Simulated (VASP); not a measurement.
Crystal: BN.

```
B N
1.0
    -1.83779   -0.00326   -1.83980
    -1.74915   -3.57535    1.74465
    -1.85847    3.69119    1.86700
B N
4 4
Direct
  0.48582 0.84164 0.10993
  0.00540 0.38925 0.12862
  0.03167 0.83719 0.60716
  0.53486 0.38978 0.64878
  0.98577 0.77293 0.24705
  0.52751 0.26540 0.25953
  0.48557 0.74577 0.73410
  0.94340 0.25805 0.76482
```

| Property | Result |
| --- | --- |
| Program | VASP 6.6.1 |
| Task | relaxation of cell and atoms |
| Functional | PBE |
| Potentials or basis | VASP PAW PBE potentials, release 64 (B, N) |
| Cutoff | 600 eV |
| k mesh | 6 × 4 × 4 |
| Occupations | gaussian, width 0.1 eV |
| Spin | no spin polarisation |

At the start: pressure 6.4 GPa; volume 6.03 Å³/atom.

Where does the relaxation end?

Over 13 steps the energy falls by 313.1 meV/atom and the volume is 5.95 Å³/atom (-1.2 %); space group P1 (No. 1, to 0.1 Å) before, F-43m (No. 216, to 0.1 Å).

The path:
| step | energy change (eV) | largest force (eV/Å) | pressure (GPa) | volume (Å³) |
| --- | --- | --- | --- | --- |
| 1 | 0.0000 | 6.6032 | 6.44 | 48.21 |
| 2 | -0.1555 | 6.8084 | -4.27 | 49.85 |
| 3 | -2.1961 | 2.7922 | -9.15 | 49.01 |
| 4 | -2.2264 | 2.6937 | 6.27 | 47.00 |
| 5 | -2.4358 | 1.0391 | -2.34 | 47.95 |
| 6 | -2.4748 | 0.7001 | 2.11 | 47.36 |
| 7 | -2.4892 | 0.3522 | 0.45 | 47.56 |
| 8 | -2.5001 | 0.2094 | 0.27 | 47.58 |
| 9 | -2.5008 | 0.2940 | 0.22 | 47.59 |
| 10 | -2.5047 | 0.0791 | -0.25 | 47.65 |
| 11 | -2.5048 | 0.0539 | -0.17 | 47.64 |
| 12 | -2.5051 | 0.0329 | 0.07 | 47.61 |
| 13 | -2.5051 | 0.0196 | 0.00 | 47.62 |

Final structure:
```cif
data_structure
_symmetry_space_group_name_H-M 'P 1'
_symmetry_Int_Tables_number 1
_cell_length_a 2.5632
_cell_length_b 4.4388
_cell_length_c 4.4388
_cell_angle_alpha 109.463
_cell_angle_beta 89.999
_cell_angle_gamma 89.996
_cell_volume 47.62
loop_
_atom_site_label
_atom_site_type_symbol
_atom_site_fract_x
_atom_site_fract_y
_atom_site_fract_z
_atom_site_occupancy
B1 B 0.50026 0.87498 0.12496 1
B2 B 0.99990 0.37502 0.12508 1
B3 B 0.99975 0.87499 0.62497 1
B4 B 0.50022 0.37490 0.62505 1
N1 N 0.00004 0.75007 0.24995 1
N2 N 0.49982 0.25001 0.25000 1
N3 N 0.49986 0.75003 0.74997 1
N4 N 0.00015 0.25000 0.75001 1
```
